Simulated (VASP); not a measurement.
Runs of VASP 6.6.1 on AlN. The structure is that of space group Fm-3m (No. 225), or close to it. The cells are those of the table. 

| task | cell | gap on the mesh (eV) | pressure (GPa) |
| --- | --- | --- | --- |
| electric field gradients | a = 2.750 Å, angles 60.0°, 2 atoms | 4.96 | 31.8 |
| single point | a = 2.807 Å, angles 60.0°, 2 atoms | 5.01 | 10.0 |
| electric field gradients | a = 2.760 Å, angles 60.0°, 2 atoms | (a) | 27.7 |
| single point | a = 2.811 Å, angles 59.3°, 2 atoms | (c) | (b) |
| electric field gradients | a = 2.826 Å, angles 58.7°, 2 atoms | 4.60 | 13.4 |

Alike in all rows: level LDA; potentials or basis VASP PAW LDA potentials, release 64 (Al, N); no spin polarisation; k mesh 10 × 10 × 10; cutoff (eV) 520; smearing fermi-dirac 0.02 eV.

**Question.** Estimate the missing entries.

**Answer.** (a) 4.98; (b) 13.3; (c) 4.84.

A k mesh can miss the band edges.
